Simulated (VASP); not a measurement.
# Li5Ga (I4/mmm) in VASP: single point with PBE

Aim: the single point of Li5Ga with PBE.

Program: VASP 6.6.1. These are calculated values, not measurements. Logs are shortened: lines on timing, memory, paths and dates and some standing lists are left out, and cuts for length are marked.

## 1. The cell of the first run

Symmetry: I4/mmm, No. 139, tetragonal system. The conventional cell has a = 7.796 Å, b = 7.796 Å, c = 5.119 Å, α = 90.00°, β = 90.00°, γ = 90.00°. Within 3.4 Å of Li (site symmetry 4/mmm) lie 2 Ga at 2.56 Å. Within 3.3 Å of Li (site symmetry m2m) lie 1 Ga at 2.49 Å and 5 Li at 2.81 to 3.24 Å. Ga (site symmetry 4/mmm) has 6 Li at 2.49 to 2.56 Å within 3.3 Å.

The cell was generated, and may not be a known phase.

## 2. Single point, PBE

File INCAR:

```
SYSTEM = Li5Ga
PREC = Accurate
ENCUT = 520
EDIFF = 1E-6
ISMEAR = 0
SIGMA = 0.1
LREAL = .False.
LASPH = .True.
NELM = 60
ALGO = Fast
ISIF = 2
LWAVE = .False.
LCHARG = .True.
GGA = PE
LELF = .True.
LVHAR = .True.
NBANDS = 23
```

File KPOINTS:

```
regular mesh
0
Gamma
  10 10 10
  0 0 0
```

File POSCAR:

```
Li5Ga
1.0
   -3.8978435373      3.8978435373      2.5593226909
    3.8978435373     -3.8978435373      2.5593226909
    3.8978435373      3.8978435373     -2.5593226909
Li Ga
5 1
Direct
    0.5000000000      0.5000000000      0.0000000000
    0.0000000000      0.3197032016      0.3197032016
    0.0000000000      0.6802967984      0.6802967984
    0.3197032016      0.0000000000      0.3197032016
    0.6802967984      0.0000000000      0.6802967984
    0.0000000000      0.0000000000      0.0000000000
```

Potentials or basis: VASP PAW PBE potentials, release 64 (Li_sv, Ga_d).

Started as:

```sh
$ cat potpaw_PBE.64/Li_sv/POTCAR potpaw_PBE.64/Ga_d/POTCAR > POTCAR
$ mpirun -np 1 vasp_std > vasp.out
```

OUTCAR:

```text
SYSTEM = Li5Ga
   PREC = Accurate
   ENCUT = 520
   EDIFF = 1E-6
   ISMEAR = 0
   LREAL = .False.
   LASPH = .True.
   NELM = 60
   ISIF = 2
   GGA = PE

 ion  position               nearest neighbor table
   1  0.500  0.500  0.000-   6 2.56   6 2.56
   2  0.000  0.320  0.320-   6 2.49
   3  0.000  0.680  0.680-   6 2.49
   4  0.320  0.000  0.320-   6 2.49
   5  0.680  0.000  0.680-   6 2.49
   6  0.000  0.000  0.000-   2 2.49   3 2.49   4 2.49   5 2.49   1 2.56   1 2.56

  LATTYP: Found a body centered tetragonal cell.
 ALAT       =     7.7956870746
 C/A-ratio  =     0.6565996471

  Lattice vectors:

 A1 = (  -3.8978435373,   3.8978435373,   2.5593226909)
 A2 = (   3.8978435373,  -3.8978435373,   2.5593226909)
 A3 = (   3.8978435373,   3.8978435373,  -2.5593226909)

Analysis of symmetry for initial positions (statically):
=====================================================================
 Subroutine PRICEL returns:
 Original cell was already a primitive cell.

 Routine SETGRP: Setting up the symmetry group for a
 body centered tetragonal supercell.

 Subroutine GETGRP returns: Found 16 space group operations
 (whereof 16 operations were pure point group operations)
 out of a pool of 16 trial point group operations.

The static configuration has the point symmetry D_4h.

Analysis of symmetry for dynamics (positions and initial velocities):
=====================================================================
 Subroutine PRICEL returns:
 Original cell was already a primitive cell.

 Routine SETGRP: Setting up the symmetry group for a
 body centered tetragonal supercell.

 Subroutine GETGRP returns: Found 16 space group operations
 (whereof 16 operations were pure point group operations)
 out of a pool of 16 trial point group operations.

The dynamic configuration has the point symmetry D_4h.

 Subroutine INISYM returns: Found 16 space group operations
 (whereof 16 operations are pure point group operations),
 and found     1 'primitive' translations

----------------------------------------------------------------------------------------

                                     Primitive cell

  volume of cell :     155.5370

  direct lattice vectors                    reciprocal lattice vectors
    -3.897843537  3.897843537  2.559322691     0.000000000  0.128276057  0.195364188
     3.897843537 -3.897843537  2.559322691     0.128276057  0.000000000  0.195364188
     3.897843537  3.897843537 -2.559322691     0.128276057  0.128276057  0.000000000

  length of vectors
     6.077540713  6.077540713  6.077540713     0.233713313  0.233713313  0.181409740

  position of ions in fractional coordinates (direct lattice)
     0.500000000  0.500000000  0.000000000
     0.000000000  0.319703202  0.319703202
     0.000000000  0.680296798  0.680296798
     0.319703202  0.000000000  0.319703202
     0.680296798  0.000000000  0.680296798
     0.000000000  0.000000000  0.000000000

  ion indices of the primitive-cell ions
   primitive index   ion index
                 1           1
                 2           2
                 3           3
                 4           4
                 5           5
                 6           6

----------------------------------------------------------------------------------------

 KPOINTS: regular mesh

Automatic generation of k-mesh.
 Grid dimensions read from file:
 generate k-points for:   10   10   10

 Generating k-lattice:

  Cartesian coordinates                     Fractional coordinates (reciprocal lattice)
     0.000000000  0.012827606  0.019536419     0.100000000  0.000000000  0.000000000
     0.012827606  0.000000000  0.019536419     0.000000000  0.100000000  0.000000000
     0.012827606  0.012827606  0.000000000     0.000000000  0.000000000  0.100000000

  Length of vectors
     0.023371331  0.023371331  0.018140974

  Shift w.r.t. Gamma in fractional coordinates (k-lattice)
     0.000000000  0.000000000  0.000000000

 Subroutine IBZKPT returns following result:
 ===========================================

 Found    102 irreducible k-points:

 Following reciprocal coordinates:
            Coordinates               Weight
  0.000000  0.000000  0.000000      1.000000
  0.100000 -0.000000  0.000000      8.000000
  0.200000 -0.000000  0.000000      8.000000
  0.300000 -0.000000  0.000000      8.000000
  0.400000 -0.000000  0.000000      8.000000
  0.500000 -0.000000  0.000000      4.000000
[... 16 lines left out ...]
  0.300000  0.300000  0.000000      8.000000
  0.400000  0.300000  0.000000     16.000000
 [... further k-points ...]
   k-points           NKPTS =    102   k-points in BZ     NKDIM =    102   number of bands    NBANDS=     23
   number of dos      NEDOS =    301   number of ions     NIONS =      6
   total plane-waves  NPLWV = 110592
   dimension x,y,z NGX =    48 NGY =   48 NGZ =   48
   dimension x,y,z NGXF=    96 NGYF=   96 NGZF=   96
   ions per type =               5   1
   NGX,Y,Z   is equivalent  to a cutoff of  13.13, 13.13, 13.13 a.u.
   NGXF,Y,Z  is equivalent  to a cutoff of  26.26, 26.26, 26.26 a.u.
 SYSTEM =  Li5Ga
   PREC   = accura    normal or accurate (medium, high low for compatibility)
   ISTART =      0    job   : 0-new  1-cont  2-samecut
   ICHARG =      2    charge: 1-file 2-atom 10-const
   ISPIN  =      1    spin polarized calculation?
   LNONCOLLINEAR =      F non collinear calculations
   LSORBIT =      F    spin-orbit coupling
   LASPH  =      T    aspherical Exc in radial PAW
   ENCUT  =  520.0 eV  38.22 Ry    6.18 a.u.  11.30 11.30 11.30*2*pi/ulx,y,z
   NELM   =     60;   NELMIN=  2; NELMDL= -5     # of ELM steps
   EDIFF  = 0.1E-05   stopping-criterion for ELM
   LREAL  =      F    real-space projection
   EDIFFG = 0.1E-04   stopping-criterion for IOM
   NSW    =      0    number of steps for IOM
   IBRION =     -1    ionic relax: 0-MD 1-quasi-New 2-CG
   NFREE  =      0    steps in history (QN), initial steepest desc. (CG)
   ISIF   =      2    stress and relaxation
   ISYM   =      2    0-nonsym 1-usesym 2-fastsym
   POTIM  = 0.5000    time-step for ionic-motion
   TEBEG  =    0.0;   TEEND  =   0.0 temperature during run
   PSTRESS=    0.0 pullay stress
   NELECT =      28.0000    total number of electrons
   NUPDOWN=      -1.0000    fix difference up-down
   EMIN   =  10.00;   EMAX   =-10.00  energy-range for DOS
   EFERMI =   0.00;   METHOD = LEGACY
   ISMEAR =     0;   SIGMA  =   0.10  broadening in eV -4-tet -1-fermi 0-gaus
   EFERMI_NEDOS =   21; number of points for ismear=-14 and -15
   IALGO  =     68    algorithm
   IMIX   =      4    mixing-type and parameters
     AMIX     =   0.40;   BMIX     =  1.00
     AMIX_MAG =   1.60;   BMIX_MAG =  1.00
  volume/ion in A,a.u.               =      25.92       174.94
  Fermi-wavevector in a.u.,A,eV,Ry     =   0.924378  1.746821 11.625832  0.854475
  Thomas-Fermi vector in A             =   2.050117
   LORBIT       =      0    0 simple, 1 ext, 2 COOP (PROOUT), +10 PAW based schemes
   GGA     = PE    functional components
   LHFCALC =     F    Hartree Fock is set to
   AEXX    =    0.0000 exact exchange contribution
   IVDW    =     0    specifies the selected vdW correction
   LEPSILON=     F    determine dielectric tensor
   LRPA    =     F    only Hartree local field effects (RPA)
 non-spin polarized calculation
 RMM-DIIS sequential band-by-band and
 Gauss-broadening in eV      SIGMA  =   0.10
  energy-cutoff  :      520.00
  volume of cell :      155.54
 maximum number of plane-waves:      4229
 NGX is ok and might be reduce to    48
   NGX = 23   NGY = 23   NGZ = 23

 number of electron      27.9999998 magnetization

 Free energy of the ion-electron system (eV)
  ---------------------------------------------------
  ext. energy  EPLUGINS =         0.00000000
  ---------------------------------------------------
  free energy    TOTEN  =       -11.16756769 eV

  energy without entropy =      -11.13795322  energy(sigma->0) =      -11.15276045

 E-fermi :   0.1607     XC(G=0):  -6.8222

 val. band max:        0.1583805065   @ k =   0.5000   0.4000   0.0000
 cond. band min:       0.1622122316   @ k =  -0.1000  -0.1000   0.1000
 fundamental gap:      0.0038317252
 Fermi energy:         0.1606878698

 k-point     1 :       0.0000    0.0000    0.0000
  band No.  band energies     occupation
      1     -46.6160      2.00000
      2     -46.6089      2.00000
      3     -46.6048      2.00000
      4     -46.6048      2.00000
      5     -46.2782      2.00000
      6     -14.4074      2.00000
[... 15 lines left out ...]
     22       4.1270      0.00000
     23       4.3655      0.00000

 k-point     2 :       0.1000   -0.0000    0.0000
  band No.  band energies     occupation
      1     -46.6158      2.00000
      2     -46.6091      2.00000
      3     -46.6048      2.00000
      4     -46.6048      2.00000
      5     -46.2782      2.00000
      6     -14.4074      2.00000
[... 15 lines left out ...]
     22       4.6944      0.00000
     23       4.7982      0.00000

 k-point     3 :       0.2000   -0.0000    0.0000
  band No.  band energies     occupation
      1     -46.6153      2.00000
      2     -46.6096      2.00000
      3     -46.6048      2.00000
      4     -46.6048      2.00000
      5     -46.2782      2.00000
      6     -14.4073      2.00000
[... 15 lines left out ...]
     22       5.2636      0.00000
     23       5.8388      0.00000

 k-point     4 :       0.3000   -0.0000    0.0000
  band No.  band energies     occupation
      1     -46.6145      2.00000
      2     -46.6103      2.00000
      3     -46.6048      2.00000
      4     -46.6048      2.00000
      5     -46.2782      2.00000
      6     -14.4073      2.00000
[... 15 lines left out ...]
     22       5.8519      0.00000
     23       6.7152      0.00000

 k-point     5 :       0.4000   -0.0000    0.0000
  band No.  band energies     occupation
      1     -46.6135      2.00000
      2     -46.6113      2.00000
      3     -46.6048      2.00000
      4     -46.6048      2.00000
      5     -46.2782      2.00000
      6     -14.4073      2.00000
[... 15 lines left out ...]
     22       5.9514      0.00000
     23       6.4625      0.00000

 k-point     6 :       0.5000   -0.0000    0.0000
  band No.  band energies     occupation
      1     -46.6124      2.00000
      2     -46.6124      2.00000
      3     -46.6048      2.00000
      4     -46.6047      2.00000
      5     -46.2782      2.00000
      6     -14.4073      2.00000
[... 15 lines left out ...]
     22       5.3870      0.00000
     23       6.6922      0.00000

 k-point     7 :       0.1000    0.1000    0.0000
  band No.  band energies     occupation
      1     -46.6154      2.00000
      2     -46.6095      2.00000
      3     -46.6049      2.00000
      4     -46.6048      2.00000
      5     -46.2782      2.00000
      6     -14.4073      2.00000
[... 353 lines left out ...]
     22       5.5283      0.00000
     23       6.1514      0.00000

 k-point    21 :      -0.3000    0.2000    0.0000
  band No.  band energies     occupation
      1     -46.6155      2.00000
      2     -46.6093      2.00000
      3     -46.6051      2.00000
      4     -46.6045      2.00000
      5     -46.2782      2.00000
      6     -14.4074      2.00000
[... 15 lines left out ...]
     22       5.0454      0.00000
     23       5.6991      0.00000

 k-point    22 :      -0.2000    0.2000    0.0000
  band No.  band energies     occupation
      1     -46.6157      2.00000
      2     -46.6091      2.00000
      3     -46.6050      2.00000
      4     -46.6046      2.00000
      5     -46.2782      2.00000
      6     -14.4074      2.00000
[... 15 lines left out ...]
     22       4.7768      0.00000
     23       5.0019      0.00000

 k-point    23 :       0.3000    0.3000    0.0000
  band No.  band energies     occupation
      1     -46.6131      2.00000
      2     -46.6117      2.00000
      3     -46.6052      2.00000
      4     -46.6044      2.00000
      5     -46.2782      2.00000
      6     -14.4073      2.00000
[... 15 lines left out ...]
     22       5.6774      0.00000
     23       5.8164      0.00000

 k-point    24 :       0.4000    0.3000    0.0000
  band No.  band energies     occupation
      1     -46.6140      2.00000
      2     -46.6108      2.00000
      3     -46.6053      2.00000
      4     -46.6043      2.00000
      5     -46.2782      2.00000
      6     -14.4073      2.00000
[... 15 lines left out ...]
     22       5.6692      0.00000
     23       6.1099      0.00000

 [... further k-points ...]
[... 5 lines left out ...]
  --------------------------------------------------------------------------------------
  -------------------------------------------------------------------------------------
  Total       -0.0415247     -0.0415247     -0.0610672      0.0000000      0.0000000      0.0000000
  in kB       -0.4277431     -0.4277431     -0.6290491      0.0000000      0.0000000      0.0000000
  external PRESSURE =      -0.4948451 kB  Pullay stress =       0.0000000 kB

 VOLUME and BASIS-vectors are now :
 -----------------------------------------------------------------------------
  energy-cutoff  :      520.00
  volume of cell :      155.54
      direct lattice vectors                 reciprocal lattice vectors
    -3.897843537  3.897843537  2.559322691     0.000000000  0.128276057  0.195364188
     3.897843537 -3.897843537  2.559322691     0.128276057  0.000000000  0.195364188
     3.897843537  3.897843537 -2.559322691     0.128276057  0.128276057  0.000000000

 POSITION                                       TOTAL-FORCE (eV/Angst)
 -----------------------------------------------------------------------------------
      0.00000      0.00000      2.55932         0.000000      0.000000      0.000000
      2.49231      0.00000      0.00000         0.001055      0.000000      0.000000
      5.30338      0.00000      0.00000        -0.001055     -0.000000     -0.000000
      0.00000      2.49231      0.00000         0.000000      0.001055      0.000000
      0.00000      5.30338      0.00000         0.000000     -0.001055     -0.000000
      0.00000      0.00000      0.00000         0.000000      0.000000     -0.000000
 -----------------------------------------------------------------------------------
    total drift:                                0.000000      0.000000      0.000000

  FREE ENERGIE OF THE ION-ELECTRON SYSTEM (eV)
  ---------------------------------------------------
  free  energy   TOTEN  =       -11.1675676885 eV

  energy  without entropy=      -11.1379532202  energy(sigma->0) =      -11.15276045
```

It took 67 min on 1 thread of Intel Xeon 8259CL, shared host; peak memory 0.53 GiB.

What came out:

```
Free energy            : -11.1676 eV
Band gap on the k mesh : zero (bands 14 and 15 overlap by 1.05 eV)
```

Caveat: the cutoff is under 1.25 times the usual one of these potentials, so pressure, stress and relaxed cells hold a basis-set (Pulay) error.
